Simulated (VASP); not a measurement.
The system is Al.

```xyz
1
Lattice="0.0000 2.0207 2.0207 2.0207 0.0000 2.0207 2.0207 2.0207 0.0000" Properties=species:S:1:pos:R:3 pbc="T T T"
Al    0.0000    0.0000    0.0000
```

| Quantity | Value |
| --- | --- |
| Program | VASP 6.6.1 |
| Task | relaxation of cell and atoms |
| Functional | LDA |
| Potentials or basis | VASP PAW LDA potentials, release 64 (Al) |
| Cutoff | 600 eV |
| k mesh | 18 × 18 × 18 |
| Occupations | gaussian, width 0.1 eV |
| Spin | no spin polarisation |

At the start: pressure -3.2 GPa; volume 16.50 Å³/atom.

Where does the relaxation end?

Over 3 steps the energy falls by 7.1 meV/atom and the volume is 15.82 Å³/atom (-4.2 %); space group Fm-3m (No. 225, to 0.05 Å).

The path:
| step | energy change (eV) | largest force (eV/Å) | pressure (GPa) | volume (Å³) |
| --- | --- | --- | --- | --- |
| 1 | 0.0000 | 0.0000 | -3.19 | 16.50 |
| 2 | -0.0069 | 0.0000 | 0.46 | 15.73 |
| 3 | -0.0071 | 0.0000 | 0.00 | 15.82 |

Final structure:
```cif
data_structure
_symmetry_space_group_name_H-M 'P 1'
_symmetry_Int_Tables_number 1
_cell_length_a 2.8176
_cell_length_b 2.8176
_cell_length_c 2.8176
_cell_angle_alpha 60.000
_cell_angle_beta 60.000
_cell_angle_gamma 60.000
_cell_volume 15.82
loop_
_atom_site_label
_atom_site_type_symbol
_atom_site_fract_x
_atom_site_fract_y
_atom_site_fract_z
_atom_site_occupancy
Al1 Al 0.00000 0.00000 0.00000 1
```
